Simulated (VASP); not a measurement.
Write the native input for VASP 6.6.1 that does the following.

* Task: single point
* Functional: LDA
* Potentials or basis: VASP PAW LDA potentials, release 64 (Al, Ga_d, N)
* Cutoff: 520 eV
* k mesh: 6 × 6 × 6
* Occupations: gaussian, width 0.05 eV
* Spin: no spin polarisation
* Dipole correction: no
* Further INCAR settings: ALGO = Normal; EDIFF = 1e-07; NBANDS = 41

The structure of AlGa3N4 lies in POSCAR:

```
AlGa3N4
1.0
    4.5595547306      0.0000000000      0.0000000000
    0.0000000000      4.5595547306      0.0000000000
    0.0000000000      0.0000000000      4.5595547306
Al Ga N
1 3 4
Direct
    0.0000000000      0.0000000000      0.0000000000
    0.5000000000      0.5000000000      0.0000000000
    0.5000000000      0.0000000000      0.5000000000
    0.0000000000      0.5000000000      0.5000000000
    0.7548078379      0.7548078379      0.2451921621
    0.7548078379      0.2451921621      0.7548078379
    0.2451921621      0.7548078379      0.7548078379
    0.2451921621      0.2451921621      0.2451921621
```

These files were run (other wordings do the same):

INCAR

```
SYSTEM = AlGa3N4
ALGO     = Normal         ! electronic algorithm
EDIFF    = 1E-7           ! SCF threshold, eV
ENCUT    = 520            ! plane-wave cutoff, eV
GGA      = CA             ! functional
ISIF     = 2              ! what is computed and relaxed
ISMEAR   = 0              ! smearing method
LASPH    = .TRUE.         ! aspherical terms in the spheres
LCHARG   = .FALSE.        ! write CHGCAR
LREAL    = .FALSE.        ! projectors in reciprocal space
LWAVE    = .FALSE.        ! write WAVECAR
NBANDS   = 41             ! bands
NELM     = 100            ! most SCF steps
PREC     = Accurate       ! precision mode
SIGMA    = 0.05           ! smearing width, eV
```

KPOINTS

```
k-points
0
G
  6 6 6
  0 0 0
```

Potentials or basis: VASP PAW LDA potentials, release 64 (Al, Ga_d, N).

Launch:

```console
$ cat potpaw_LDA.64/Al/POTCAR potpaw_LDA.64/Ga_d/POTCAR potpaw_LDA.64/N/POTCAR > POTCAR
$ mpirun -np 1 vasp_std > vasp.out
```

It gave:

| Quantity | Value |
| --- | --- |
| Pressure | -14.3 GPa |
| Largest force | 0.019 eV/Å |
| Band gap on the k mesh | 1.95 eV |

Caveat: the cell stands under tension.

Wall time 2.2 min on 1 thread of Intel Xeon 8259CL (shared host), peak memory 0.21 GiB.
